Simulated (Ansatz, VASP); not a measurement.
## Two plane-wave programs on RbBr

```
CELL_PARAMETERS angstrom
0.00000 3.10634 3.42750
3.74866 0.00000 3.42750
3.74866 3.10634 0.00000
ATOMIC_POSITIONS crystal
Rb 0.00000 0.00000 0.00000
Br 0.50000 0.50000 0.50000
```

Change from the starting cell: strain +0.0937 x Voigt [1, -1, 0, 0, 0, 0], atoms carried along.

Alike in both runs: task single point; functional PBE; k mesh 6 × 6 × 6; occupations gaussian, width 0.05 eV; no spin polarisation.

|  | VASP | Ansatz |
| --- | --- | --- |
| version | VASP 6.6.1 | Ansatz 0.2.0 |
| potentials or method | VASP PAW PBE potentials, release 64 (Rb_sv, Br), cutoff 520 eV | scalar-relativistic, plane waves, PAW |
| valence electrons in the cell | 16 | 16 |

Ansatz gave:

```
gap on the k mesh at the Fermi level (eV)                     : 4.11
least direct gap on the mesh (eV)                             : 4.11
pressure (GPa)                                                : 2.5
traceless stress, the component that is largest in VASP (GPa) : 4.49
```

Estimate VASP's values.

gap on the k mesh at the Fermi level (eV): 4.11; least direct gap on the mesh (eV): 4.11; pressure (GPa): 2.5; traceless stress, the component that is largest in VASP (GPa): 4.55.

The functional is the same, so the differences come from potentials, cutoffs and numerics.
